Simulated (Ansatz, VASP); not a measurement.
# TiTe in VASP and in Ansatz

POSCAR

```
TiTe
1.0
    3.6310931200      0.0000000000      3.6310931200
    0.0000000000      3.6310931200      3.6310931200
    0.0000000000      0.0000000000      7.2621862400
Ti Te
2 2
Direct
    0.0000000000      0.0000000000      0.0000000000
    0.0000000000      0.0000000000      0.5000000000
    0.5000000000      0.5000000000      0.7500000000
    0.5000000000      0.5000000000      0.2500000000
```

The input INCAR.step1:

```
SYSTEM = TiTe
PREC = Accurate
ENCUT = 520
ISMEAR = 0
SIGMA = 0.05
LREAL = .FALSE.
LASPH = .TRUE.
NELM = 150
ISPIN = 2
MAGMOM = 1.91 -1.8 -0.02 -0.02
LMAXMIX = 4
LDAU = .TRUE.
LDAUTYPE = 1
LDAUL = 2 -1
LDAUU = 2.5 0
LDAUJ = 0.5 0
NBANDS = 30
GGA = PE
ALGO = Normal
EDIFF = 1E-4
LWAVE = .TRUE.
LCHARG = .FALSE.
```

Contents of INCAR.step2:

```
SYSTEM = TiTe
PREC = Accurate
ENCUT = 520
EDIFF = 1E-7
ISMEAR = 0
SIGMA = 0.05
LREAL = .FALSE.
LASPH = .TRUE.
NELM = 150
ALGO = Normal
ISIF = 2
LWAVE = .FALSE.
LCHARG = .FALSE.
ISPIN = 2
MAGMOM = 1.91 -1.8 -0.02 -0.02
LORBIT = 11
LMAXMIX = 4
LDAU = .TRUE.
LDAUTYPE = 1
LDAUL = 2 -1
LDAUU = 2.5 0
LDAUJ = 0.5 0
LDAUPRINT = 1
METAGGA = R2SCAN
LMIXTAU = .TRUE.
NBANDS = 30
ISTART = 1
```

Contents of KPOINTS:

```
regular mesh
0
G
  5 5 5
  0 0 0
```

Input for Ansatz:

```yaml
crystal:
  lattice:
    - [3.63109312, 0.0, 3.63109312]
    - [0.0, 3.63109312, 3.63109312]
    - [0.0, 0.0, 7.26218624]
  atoms:
    - { symbol: Ti, position: [0.0, 0.0, 0.0], spin: 0.3 }
    - { symbol: Te, position: [0.5, 0.5, 0.75] }
    - { symbol: Ti, position: [0.0, 0.0, 0.5], spin: -0.3 }
    - { symbol: Te, position: [0.5, 0.5, 0.25] }
basis:
  ecutwfc: 500
  ecutrho_ratio: 4
kpoints:
  mp_grid: { grid: [5, 5, 5] }
hamiltonian:
  xc: r2scan
  hubbard:
    sites:
      - { site: 0, l: d, u: 2.5, j: 0.5, starting_ns: [{ spin: up, occupation_matrix: s0up }, { spin: down, occupation_matrix: s0down }] }
      - { site: 2, l: d, u: 2.5, j: 0.5, starting_ns: [{ spin: up, occupation_matrix: s2up }, { spin: down, occupation_matrix: s2down }] }
    occupation_matrices:
      s0up:
        matrix:
          - [0.02, 0.0, 0.0, 0.0, 0.0]
          - [0.0, 0.02, 0.0, 0.0, 0.0]
          - [0.0, 0.0, 0.97, 0.0, 0.0]
          - [0.0, 0.0, 0.0, 0.02, 0.0]
          - [0.0, 0.0, 0.0, 0.0, 0.02]
      s0down:
        matrix:
          - [0.02, 0.0, 0.0, 0.0, 0.0]
          - [0.0, 0.97, 0.0, 0.0, 0.0]
          - [0.0, 0.0, 0.02, 0.0, 0.0]
          - [0.0, 0.0, 0.0, 0.02, 0.0]
          - [0.0, 0.0, 0.0, 0.0, 0.02]
      s2up:
        matrix:
          - [0.02, 0.0, 0.0, 0.0, 0.0]
          - [0.0, 0.02, 0.0, 0.0, 0.0]
          - [0.0, 0.0, 0.97, 0.0, 0.0]
          - [0.0, 0.0, 0.0, 0.02, 0.0]
          - [0.0, 0.0, 0.0, 0.0, 0.02]
      s2down:
        matrix:
          - [0.97, 0.0, 0.0, 0.0, 0.0]
          - [0.0, 0.02, 0.0, 0.0, 0.0]
          - [0.0, 0.0, 0.02, 0.0, 0.0]
          - [0.0, 0.0, 0.0, 0.02, 0.0]
          - [0.0, 0.0, 0.0, 0.0, 0.02]
    ns_hold: { iters: 12 }
scf:
  occupations: { method: gaussian, width: 0.05 }
  lower_state_search: "off"
  max_iter: 150
output:
  forces: true
  stress: true
  eigenvalues: true
  populations: true
  hubbard: { sites: [{ site: 0, l: d }, { site: 2, l: d }] }
magnetization:
  spin_polarized: true
```

Alike in both runs: task single point; functional r2SCAN; k mesh 5 × 5 × 5; occupations gaussian, width 0.05 eV; collinear spin; Hubbard terms Ti d U = 2.5 eV, J = 0.5 eV.

|  | VASP | Ansatz |
| --- | --- | --- |
| version | VASP 6.6.1 | Ansatz 0.2.0 |
| potentials or method | VASP PAW PBE potentials, release 64 (Ti_sv, Te), cutoff 520 eV | scalar-relativistic, plane waves, PAW |
| valence electrons in the cell | 36 | 56 |

```tsv
	VASP	Ansatz	Ansatz less VASP
pressure (GPa)	-1.3	1.8	+3.11
net moment per atom (μB)	0.00	0.00	0.000
size of the moment on the site where the two differ most (μB)	1.60	1.73	+0.133
```

VASP's potentials were made for PBE, not for r2SCAN. Site moments also hang on the region over which each program counts them. The programs project onto different local orbitals, so the same U acts differently, and such runs can settle in different states. VASP's potentials hold 36 valence electrons a cell and Ansatz's 56, so a difference there can come from the potentials and not from the codes. Ansatz's warnings: filled band counts differ across k points, specified occupation not kept, symmetry narrowed by occupation matrices.

Neither program's run includes spin-orbit coupling.
